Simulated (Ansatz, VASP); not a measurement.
CsNaP2: VASP beside Ansatz

```
Cs Na P
1.0
     4.02042    0.00000    0.00000
     0.00000    4.02042    0.00000
     0.00000    0.00000    7.17411
Cs Na P
1 1 2
Direct
  0.00000 0.00000 0.50000
  0.00000 0.00000 0.00000
  0.50000 0.50000 0.14451
  0.50000 0.50000 0.85549
```

Alike in both runs: functional PBE; k mesh 12 × 12 × 8; occupations gaussian, width 0.1 eV; no spin polarisation.

Ansatz relaxed the structure, and its values are those at the end. VASP's run is a single point on that final structure, the one shown.

|  | VASP | Ansatz |
| --- | --- | --- |
| version | VASP 6.6.1 | Ansatz 0.2.0 |
| potentials or method | VASP PAW PBE potentials, release 64 (Cs_sv, Na_pv, P), cutoff 520 eV | scalar-relativistic, plane waves, PAW |
| valence electrons in the cell | 26 | 28 |

VASP gave:

| Quantity | Value |
| --- | --- |
| gap on the k mesh at the Fermi level (eV) | none |
| pressure (GPa) | 0.0 |
| rms of the force components (eV/Å) | 0.025 |

**Question.** What did Ansatz give for the same quantities?

**Answer.** gap on the k mesh at the Fermi level (eV): none; pressure (GPa): 0.0; rms of the force components (eV/Å): 0.000.

A gap of «none» marks a metal or a gap that the smearing closes. The functional is the same, so the differences come from potentials, cutoffs and numerics. VASP's potentials hold 26 valence electrons a cell and Ansatz's 28, so a difference there can come from the potentials and not from the codes.

Neither program's run includes spin-orbit coupling.
